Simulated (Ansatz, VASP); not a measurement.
CaF2 in VASP and in Ansatz

File INCAR:

```
SYSTEM = CaF2
  ALGO = Normal
  EDIFF = 1E-6
  ENCUT = 600
  GGA = PE
  GGA_COMPAT = .False.
  ISIF = 2
  ISMEAR = 0
  LASPH = .True.
  LCHARG = .False.
  LREAL = .False.
  LWAVE = .False.
  NBANDS = 19
  NELM = 120
  PREC = Accurate
  SIGMA = 0.02
```

Contents of KPOINTS:

```
k-points
0
Gamma
  8 8 8
  0 0 0
```

File POSCAR:

```
CaF2
1.0
    0.0000000000      2.6404361641      2.6404361641
    2.6404361641      0.0000000000      2.6404361641
    2.6404361641      2.6404361641      0.0000000000
Ca F
1 2
Direct
    0.0000000000      0.0000000000      0.0000000000
    0.7500000000      0.7500000000      0.7500000000
    0.2500000000      0.2500000000      0.2500000000
```

Input for Ansatz:

```yaml
crystal:
  lattice:
    - [0.0, 2.6404361641, 2.6404361641]
    - [2.6404361641, 0.0, 2.6404361641]
    - [2.6404361641, 2.6404361641, 0.0]
  atoms:
    - { symbol: Ca, position: [0.0, 0.0, 0.0] }
    - { symbol: F, position: [0.75, 0.75, 0.75] }
    - { symbol: F, position: [0.25, 0.25, 0.25] }
basis:
  ecutwfc: 420
kpoints:
  mp_grid: { grid: [8, 8, 8] }
hamiltonian:
  xc: pbe
scf:
  occupations: { method: gaussian, width: 0.02 }
output:
  forces: true
  stress: true
  eigenvalues: true
  write_density: true
  write_potential: true
  elf: true
  volumetric_format: npy
```

Alike in both runs: task single point; functional PBE; k mesh 8 × 8 × 8; occupations gaussian, width 0.02 eV; no spin polarisation.

```csv
,VASP,Ansatz
version,VASP 6.6.1,Ansatz 0.2.0
potentials or method,"VASP PAW PBE potentials, release 64 (Ca_sv, F), cutoff 600 eV","scalar-relativistic, plane waves, PAW"
valence electrons in the cell,24,24
```

VASP gave:

| Property | Result |
| --- | --- |
| gap on the k mesh at the Fermi level (eV) | 7.90 |
| least direct gap on the mesh (eV) | 8.17 |
| pressure (GPa) | 13.7 |

Task: Estimate Ansatz's values.

Result: gap on the k mesh at the Fermi level (eV): 7.93; least direct gap on the mesh (eV): 8.20; pressure (GPa): 13.2.
